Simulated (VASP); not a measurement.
A run of VASP 6.6.1:

The input INCAR:

```
ALGO = Normal ; EDIFF = 1E-6
EDIFFG = -0.01 ; ENCUT = 600
GGA = PS ; IBRION = 2
ISIF = 3 ; ISMEAR = -1
IVDW = 13 ; LASPH = True
LCHARG = False ; LREAL = False
LWAVE = False ; NELM = 80
NSW = 60 ; PREC = Accurate
SIGMA = 0.05
```

File KPOINTS:

```
k-points
0
Gamma
  8 8 6
```

The input POSCAR:

```
SiTe
1.0
    3.7143358800      0.0000000000      0.0000000000
   -1.8571679400      3.2167092300      0.0000000000
    0.0000000000      0.0000000000      4.9763725600
Si Te
1 1
Direct
    0.0000000000      0.0000000000      0.5000000000
    0.0000000000      0.0000000000      0.0000000000
```

Potentials or basis: VASP PAW PBE potentials, release 64 (Si, Te).

The run is started by

```console
$ cat potpaw_PBE.64/Si/POTCAR potpaw_PBE.64/Te/POTCAR > POTCAR
$ mpirun -np 1 vasp_std > vasp.out
```

Hardware: 1 thread of Intel(R) Xeon(R) Platinum 8375C CPU @ 2.90GHz (Ice Lake) (shared host).

**Question.** Estimate the wall time of this run.

**Answer.** It took 2.1 min on 1 thread of Intel(R) Xeon(R) Platinum 8375C CPU @ 2.90GHz (Ice Lake), on a shared host, peak memory 0.21 GiB. Counts: scf iterations 96, k points 40, ion steps 12.
